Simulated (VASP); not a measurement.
A run of VASP 6.6.1 is set up as follows.

INCAR

```
PREC = Accurate
ENCUT = 500
EDIFF = 1E-6
ISMEAR = 1
SIGMA = 0.05
LREAL = False
LASPH = True
NELM = 120
ALGO = Normal
ISIF = 2
LWAVE = False
LCHARG = False
GGA = CA
NBANDS = 11
GGA_COMPAT = False
```

Contents of KPOINTS:

```
regular mesh
0
Gamma
  13 13 13
```

The input POSCAR:

```
Si
1.0
   -2.2510000000      2.3685000000      1.2750000000
    2.2510000000     -2.3685000000      1.2750000000
    2.2510000000      2.3685000000     -1.2750000000
Si
2
Direct
    0.3070000000      0.0570000000      0.2500000000
    0.6930000000      0.9430000000      0.7500000000
```

Potentials or basis: VASP PAW LDA potentials, release 64 (Si).

The run is started by

```bash
$ cat potpaw_LDA.64/Si/POTCAR > POTCAR
$ mpirun -np 1 vasp_std > vasp.out
```

**Question.** Predict the pressure.

**Answer.** 11.0 GPa.

**Question.** What does it give for the largest force?

**Answer.** 0.025 eV/Å.

Stress tensor (GPa, compression positive):
```
 9.94  0.00  0.00
 0.00 13.36  0.00
 0.00  0.00  9.67
```

Caveat: the cell stands under pressure.
